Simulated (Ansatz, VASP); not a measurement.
**ZnSe: VASP beside Ansatz**

INCAR

```
PREC = Accurate ; ENCUT = 520
EDIFF = 1E-6 ; ISMEAR = -1
SIGMA = 0.02 ; LREAL = F
LASPH = T ; NELM = 80
ALGO = Normal ; ISIF = 2
LWAVE = F ; LCHARG = F
GGA = PE ; IBRION = 2
NSW = 80 ; EDIFFG = -0.02
```

File KPOINTS:

```
Automatic mesh
0
Gamma
  13 13 13
```

POSCAR

```
ZnSe
1.0
    0.0000000000      2.8710911186      2.8710911186
    2.8710911186      0.0000000000      2.8710911186
    2.8710911186      2.8710911186      0.0000000000
Zn Se
1 1
Direct
    0.0000000000      0.0000000000      0.0000000000
    0.2500000000      0.2500000000      0.2500000000
```

Input for Ansatz:

```yaml
crystal:
  lattice:
    - [0.0, 2.8710911186, 2.8710911186]
    - [2.8710911186, 0.0, 2.8710911186]
    - [2.8710911186, 2.8710911186, 0.0]
  atoms:
    - { symbol: Zn, position: [0.0, 0.0, 0.0] }
    - { symbol: Se, position: [0.25, 0.25, 0.25] }
kpoints:
  mp_grid: { grid: [13, 13, 13] }
scf:
  occupations: { method: fermi_dirac, width: 0.02 }
hamiltonian:
  xc: pbe
  pseudopotentials: { kind: paw }
output:
  forces: true
  stress: true
  populations: true
  efg: { quadrupole_moments_barn: { Zn: 0.122 }, contact_densities: true }
relax:
  f_tol: 0.02
  max_steps: 60
```

Change from the starting cell: volume scaled by 1.04, ions relaxed.

Alike in both runs: task relaxation of the atoms; functional PBE; k mesh 13 × 13 × 13; occupations fermi-dirac, width 0.02 eV; no spin polarisation.

|  | VASP | Ansatz |
| --- | --- | --- |
| version | VASP 6.6.1 | Ansatz 0.2.0 |
| potentials or method | VASP PAW PBE potentials, release 64 (Zn, Se) | plane-wave PAW, scalar-relativistic |
| plane-wave cutoff (eV) | 520 | 420 |
| valence electrons in the cell | 18 | 28 |

|  | VASP | Ansatz | Ansatz less VASP |
| --- | --- | --- | --- |
| gap on the k mesh at the Fermi level, each at its own relaxed structure (eV) | 1.13 | 1.13 | -0.001 |

VASP's potentials hold 18 valence electrons a cell and Ansatz's 28, so a difference there can come from the potentials and not from the codes. Ansatz's warnings: stress scf threshold loose.

Noted on VASP's run: the relaxation stopped at its first step, so nothing moved.
